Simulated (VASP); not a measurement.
# BN (rocksalt type) (Fm-3m) in VASP: notebook

BN (rocksalt type) is run at these levels: LDA; tasks: single point.

Program: VASP 6.6.1. These are calculated values, not measurements. Logs are shortened: lines on timing, memory, paths and dates and some standing lists are left out, and cuts for length are marked.

## Step 1: The cell of the first run

The structure is cubic, space group Fm-3m (No. 225). Conventional cell: a = 2.834 Å, b = 2.834 Å, c = 2.834 Å, α = 90.00°, β = 90.00°, γ = 90.00°. Within 1.9 Å of B (site symmetry m-3m) lie 6 N at 1.42 Å. N (site symmetry m-3m) has 6 B at 1.42 Å within 1.9 Å.

## Step 2: Single point, LDA (volume scaled by 0.55, partial waves polarizable)

INCAR

```
SYSTEM = BN
PREC = Accurate
ENCUT = 520
EDIFF = 1E-6
ISMEAR = -1
SIGMA = 0.05
LREAL = .FALSE.
LASPH = .TRUE.
NELM = 60
ALGO = Normal
ISIF = 2
LWAVE = .FALSE.
LCHARG = .TRUE.
GGA = CA
LELF = .TRUE.
LVHAR = .TRUE.
NBANDS = 11
```

KPOINTS

```
regular mesh
0
G
  15 15 15
  0 0 0
```

POSCAR

```
BN
1.0
    0.0000000000      1.4171837081      1.4171837081
    1.4171837081      0.0000000000      1.4171837081
    1.4171837081      1.4171837081      0.0000000000
B N
1 1
Direct
    0.0000000000      0.0000000000      0.0000000000
    0.5000000000      0.5000000000      0.5000000000
```

Potentials or basis: VASP PAW LDA potentials, release 64 (B, N).

On the command line:

```
cat potpaw_LDA.64/B/POTCAR potpaw_LDA.64/N/POTCAR > POTCAR
mpirun -np 1 vasp_std > vasp.out
```

OUTCAR:

```text
SYSTEM = BN
   PREC = Accurate
   ENCUT = 520
   EDIFF = 1E-6
   ISMEAR = -1
   LREAL = .FALSE.
   LASPH = .TRUE.
   NELM = 60
   ISIF = 2
   GGA = CA

 ion  position               nearest neighbor table
   1  0.000  0.000  0.000-   2 1.42   2 1.42   2 1.42   2 1.42   2 1.42   2 1.42
   2  0.500  0.500  0.500-   1 1.42   1 1.42   1 1.42   1 1.42   1 1.42   1 1.42

  LATTYP: Found a face centered cubic cell.
 ALAT       =     2.8343674162

  Lattice vectors:

 A1 = (   0.0000000000,   1.4171837081,   1.4171837081)
 A2 = (   1.4171837081,   0.0000000000,   1.4171837081)
 A3 = (   1.4171837081,   1.4171837081,   0.0000000000)

Analysis of symmetry for initial positions (statically):
=====================================================================
 Subroutine PRICEL returns:
 Original cell was already a primitive cell.

 Routine SETGRP: Setting up the symmetry group for a
 face centered cubic supercell.

 Subroutine GETGRP returns: Found 48 space group operations
 (whereof 48 operations were pure point group operations)
 out of a pool of 48 trial point group operations.

The static configuration has the point symmetry O_h .

Analysis of symmetry for dynamics (positions and initial velocities):
=====================================================================
 Subroutine PRICEL returns:
 Original cell was already a primitive cell.

 Routine SETGRP: Setting up the symmetry group for a
 face centered cubic supercell.

 Subroutine GETGRP returns: Found 48 space group operations
 (whereof 48 operations were pure point group operations)
 out of a pool of 48 trial point group operations.

The dynamic configuration has the point symmetry O_h .

 Subroutine INISYM returns: Found 48 space group operations
 (whereof 48 operations are pure point group operations),
 and found     1 'primitive' translations

----------------------------------------------------------------------------------------

                                     Primitive cell

  volume of cell :       5.6926

  direct lattice vectors                    reciprocal lattice vectors
     0.000000000  1.417183708  1.417183708    -0.352812410  0.352812410  0.352812410
     1.417183708  0.000000000  1.417183708     0.352812410 -0.352812410  0.352812410
     1.417183708  1.417183708  0.000000000     0.352812410  0.352812410 -0.352812410

  length of vectors
     2.004200420  2.004200420  2.004200420     0.611089020  0.611089020  0.611089020

  position of ions in fractional coordinates (direct lattice)
     0.000000000  0.000000000  0.000000000
     0.500000000  0.500000000  0.500000000

  ion indices of the primitive-cell ions
   primitive index   ion index
                 1           1
                 2           2

----------------------------------------------------------------------------------------

 KPOINTS: regular mesh

Automatic generation of k-mesh.
 Grid dimensions read from file:
 generate k-points for:   15   15   15

 Generating k-lattice:

  Cartesian coordinates                     Fractional coordinates (reciprocal lattice)
    -0.023520827  0.023520827  0.023520827     0.066666667  0.000000000  0.000000000
     0.023520827 -0.023520827  0.023520827     0.000000000  0.066666667  0.000000000
     0.023520827  0.023520827 -0.023520827     0.000000000  0.000000000  0.066666667

  Length of vectors
     0.040739268  0.040739268  0.040739268

  Shift w.r.t. Gamma in fractional coordinates (k-lattice)
     0.000000000  0.000000000  0.000000000

 Subroutine IBZKPT returns following result:
 ===========================================

 Found    120 irreducible k-points:

 Following reciprocal coordinates:
            Coordinates               Weight
  0.000000  0.000000  0.000000      1.000000
  0.066667  0.000000  0.000000      8.000000
  0.133333  0.000000  0.000000      8.000000
  0.200000  0.000000  0.000000      8.000000
  0.266667  0.000000  0.000000      8.000000
  0.333333  0.000000  0.000000      8.000000
[... 16 lines left out ...]
  0.133333  0.133333  0.000000      6.000000
  0.200000  0.133333  0.000000     24.000000
 [... further k-points ...]
   k-points           NKPTS =    120   k-points in BZ     NKDIM =    120   number of bands    NBANDS=     11
   number of dos      NEDOS =    301   number of ions     NIONS =      2
   total plane-waves  NPLWV =   4096
   dimension x,y,z NGX =    16 NGY =   16 NGZ =   16
   dimension x,y,z NGXF=    32 NGYF=   32 NGZF=   32
   ions per type =               1   1
   NGX,Y,Z   is equivalent  to a cutoff of  13.27, 13.27, 13.27 a.u.
   NGXF,Y,Z  is equivalent  to a cutoff of  26.54, 26.54, 26.54 a.u.
 SYSTEM =  BN
   PREC   = accura    normal or accurate (medium, high low for compatibility)
   ISTART =      0    job   : 0-new  1-cont  2-samecut
   ICHARG =      2    charge: 1-file 2-atom 10-const
   ISPIN  =      1    spin polarized calculation?
   LNONCOLLINEAR =      F non collinear calculations
   LSORBIT =      F    spin-orbit coupling
   LASPH  =      T    aspherical Exc in radial PAW
   ENCUT  =  520.0 eV  38.22 Ry    6.18 a.u.   3.73  3.73  3.73*2*pi/ulx,y,z
   NELM   =     60;   NELMIN=  2; NELMDL= -5     # of ELM steps
   EDIFF  = 0.1E-05   stopping-criterion for ELM
   LREAL  =      F    real-space projection
   EDIFFG = 0.1E-04   stopping-criterion for IOM
   NSW    =      0    number of steps for IOM
   IBRION =     -1    ionic relax: 0-MD 1-quasi-New 2-CG
   NFREE  =      0    steps in history (QN), initial steepest desc. (CG)
   ISIF   =      2    stress and relaxation
   ISYM   =      2    0-nonsym 1-usesym 2-fastsym
   POTIM  = 0.5000    time-step for ionic-motion
   TEBEG  =    0.0;   TEEND  =   0.0 temperature during run
   PSTRESS=    0.0 pullay stress
   NELECT =       8.0000    total number of electrons
   NUPDOWN=      -1.0000    fix difference up-down
   EMIN   =  10.00;   EMAX   =-10.00  energy-range for DOS
   EFERMI =   0.00;   METHOD = LEGACY
   ISMEAR =    -1;   SIGMA  =   0.05  broadening in eV -4-tet -1-fermi 0-gaus
   EFERMI_NEDOS =   21; number of points for ismear=-14 and -15
   IALGO  =     38    algorithm
   IMIX   =      4    mixing-type and parameters
     AMIX     =   0.40;   BMIX     =  1.00
     AMIX_MAG =   1.60;   BMIX_MAG =  1.00
  volume/ion in A,a.u.               =       2.85        19.21
  Fermi-wavevector in a.u.,A,eV,Ry     =   1.833730  3.465247 45.750474  3.362565
  Thomas-Fermi vector in A             =   2.887497
   LORBIT       =      0    0 simple, 1 ext, 2 COOP (PROOUT), +10 PAW based schemes
   GGA     = CA    functional components
   LHFCALC =     F    Hartree Fock is set to
   AEXX    =    0.0000 exact exchange contribution
   IVDW    =     0    specifies the selected vdW correction
   LEPSILON=     F    determine dielectric tensor
   LRPA    =     F    only Hartree local field effects (RPA)
 non-spin polarized calculation
  energy-cutoff  :      520.00
  volume of cell :        5.69
 maximum number of plane-waves:       169
   NGX =  7   NGY =  7   NGZ =  7

 number of electron       7.9999999 magnetization

 Free energy of the ion-electron system (eV)
  ---------------------------------------------------
  ext. energy  EPLUGINS =         0.00000000
  ---------------------------------------------------
  free energy    TOTEN  =        -9.10898511 eV

  energy without entropy =       -9.10898511  energy(sigma->0) =       -9.10898511

 E-fermi :  22.9965     XC(G=0): -17.2683

 val. band max:       21.9916663443   @ k =  -0.2000   0.1333   0.0000
 cond. band min:      28.5539759240   @ k =   0.4667   0.0000   0.0000
 fundamental gap:      6.5623095797
 Fermi energy:        22.9965418225

 k-point     1 :       0.0000    0.0000    0.0000
  band No.  band energies     occupation
      1     -11.0604      2.00000
      2      20.6020      2.00000
      3      20.6020      2.00000
      4      20.6020      2.00000
      5      41.4570      0.00000
      6      41.4570      0.00000
      7      41.4570      0.00000
      8      44.4419      0.00000
      9      44.4419      0.00000
     10      44.4419      0.00000
     11      50.1408      0.00000

 k-point     2 :       0.0667    0.0000    0.0000
  band No.  band energies     occupation
      1     -10.8822      2.00000
      2      19.7890      2.00000
      3      20.5494      2.00000
      4      20.5494      2.00000
      5      40.4083      0.00000
      6      40.4083      0.00000
      7      40.9107      0.00000
      8      44.0637      0.00000
      9      45.0297      0.00000
     10      45.0297      0.00000
     11      50.2506      0.00000

 k-point     3 :       0.1333    0.0000    0.0000
  band No.  band energies     occupation
      1     -10.3478      2.00000
      2      17.5800      2.00000
      3      20.4222      2.00000
      4      20.4222      2.00000
      5      38.0997      0.00000
      6      38.0997      0.00000
      7      39.7193      0.00000
      8      44.2114      0.00000
      9      46.5887      0.00000
     10      46.5887      0.00000
     11      50.5628      0.00000

 k-point     4 :       0.2000    0.0000    0.0000
  band No.  band energies     occupation
      1      -9.4591      2.00000
      2      14.5023      2.00000
      3      20.2913      2.00000
      4      20.2913      2.00000
      5      35.4836      0.00000
      6      35.4836      0.00000
      7      38.7143      0.00000
      8      45.0337      0.00000
      9      49.0003      0.00000
     10      49.0003      0.00000
     11      51.0313      0.00000
[... 239 lines left out ...]
 k-point    22 :      -0.0667    0.0667    0.0000
  band No.  band energies     occupation
      1     -10.5852      2.00000
      2      19.1335      2.00000
      3      19.3171      2.00000
      4      21.0160      2.00000
      5      38.1081      0.00000
      6      39.6687      0.00000
      7      40.5369      0.00000
      8      43.6452      0.00000
      9      45.1049      0.00000
     10      47.3316      0.00000
     11      50.4220      0.00000

 k-point    23 :       0.1333    0.1333    0.0000
  band No.  band energies     occupation
      1     -10.1104      2.00000
      2      18.4407      2.00000
      3      18.4407      2.00000
      4      20.5555      2.00000
      5      34.1620      0.00000
      6      38.7791      0.00000
      7      41.5285      0.00000
      8      41.5285      0.00000
      9      49.9971      0.00000
     10      49.9971      0.00000
     11      50.3411      0.00000

 k-point    24 :       0.2000    0.1333    0.0000
  band No.  band energies     occupation
      1      -9.4578      2.00000
      2      16.5876      2.00000
      3      17.6431      2.00000
      4      20.5922      2.00000
      5      31.9729      0.00000
      6      37.6319      0.00000
      7      40.9816      0.00000
      8      41.9329      0.00000
      9      50.2672      0.00000
     10      52.3155      0.00000
     11      52.5545      0.00000

 [... further k-points ...]
[... 5 lines left out ...]
  --------------------------------------------------------------------------------------
  -------------------------------------------------------------------------------------
  Total       26.6443225     26.6443225     26.6443225     -0.0000000     -0.0000000     -0.0000000
  in kB     7499.0597686   7499.0597686   7499.0597686     -0.0000000     -0.0000000     -0.0000000
  external PRESSURE =    7499.0597686 kB  Pullay stress =       0.0000000 kB

 VOLUME and BASIS-vectors are now :
 -----------------------------------------------------------------------------
  energy-cutoff  :      520.00
  volume of cell :        5.69
      direct lattice vectors                 reciprocal lattice vectors
     0.000000000  1.417183708  1.417183708    -0.352812410  0.352812410  0.352812410
     1.417183708  0.000000000  1.417183708     0.352812410 -0.352812410  0.352812410
     1.417183708  1.417183708  0.000000000     0.352812410  0.352812410 -0.352812410

 POSITION                                       TOTAL-FORCE (eV/Angst)
 -----------------------------------------------------------------------------------
      0.00000      0.00000      0.00000         0.000000      0.000000      0.000000
      1.41718      1.41718      1.41718        -0.000000     -0.000000     -0.000000
 -----------------------------------------------------------------------------------
    total drift:                                0.000000      0.000000      0.000000

  FREE ENERGIE OF THE ION-ELECTRON SYSTEM (eV)
  ---------------------------------------------------
  free  energy   TOTEN  =        -9.1089851070 eV

  energy  without entropy=       -9.1089851070  energy(sigma->0) =       -9.10898511
```

Run time: 7.4 s. Hardware: 1 thread of Intel Xeon 8259CL, shared host; peak memory 0.11 GiB.

The run converged, but its numbers aren't listed here, since they failed a check.

(Part 1 of 2 ends here.)
